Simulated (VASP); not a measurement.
Write the native input for VASP 6.6.1 that does the following.

* Task: single point
* Functional: PBE
* Potentials or basis: VASP PAW PBE potentials, release 64 (Si, C)
* Cutoff: 520 eV
* k mesh: 12 × 12 × 4
* Occupations: gaussian, width 0.05 eV
* Spin: no spin polarisation
* Dipole correction: no
* Further INCAR settings: ALGO = Normal; EDIFF = 1e-07; NBANDS = 26

The structure of SiC lies in POSCAR:

```
SiC
1.0
    2.9497000000      0.0000000000      0.0000000000
   -1.4748500000      2.5545151336      0.0000000000
    0.0000000000      0.0000000000     10.1291708101
Si C
4 4
Direct
    0.6666666667      0.3333333333      0.9378436843
    0.3333333333      0.6666666667      0.4378436843
    0.0000000000      0.0000000000      0.6878989045
    0.0000000000      0.0000000000      0.1878989045
    0.6666666667      0.3333333333      0.7498087506
    0.3333333333      0.6666666667      0.2498087506
    0.0000000000      0.0000000000      0.5004476606
    0.0000000000      0.0000000000      0.0004476606
```

These files were run (other wordings do the same):

INCAR

```
ALGO = Normal
EDIFF = 1E-7
ENCUT = 520
GGA = PE
ISIF = 2
ISMEAR = 0
LASPH = T
LCHARG = F
LREAL = F
LWAVE = F
NBANDS = 26
NELM = 80
PREC = Accurate
SIGMA = 0.05
```

KPOINTS

```
k-points
0
Gamma
  12 12 4
```

Potentials or basis: VASP PAW PBE potentials, release 64 (Si, C).

Command:

```console
$ cat potpaw_PBE.64/Si/POTCAR potpaw_PBE.64/C/POTCAR > POTCAR
$ mpirun -np 1 vasp_std > vasp.out
```

It gave:

```json
{
 "Pressure": "25.4 GPa",
 "Largest force": "0.641 eV/Å",
 "Band gap on the k mesh": "1.97 eV, indirect (least direct gap 3.26 eV)"
}
```

Wall time 69 s on 1 thread of AMD EPYC 9R45 96-Core Processor (Zen 5) (shared host), peak memory 0.21 GiB.
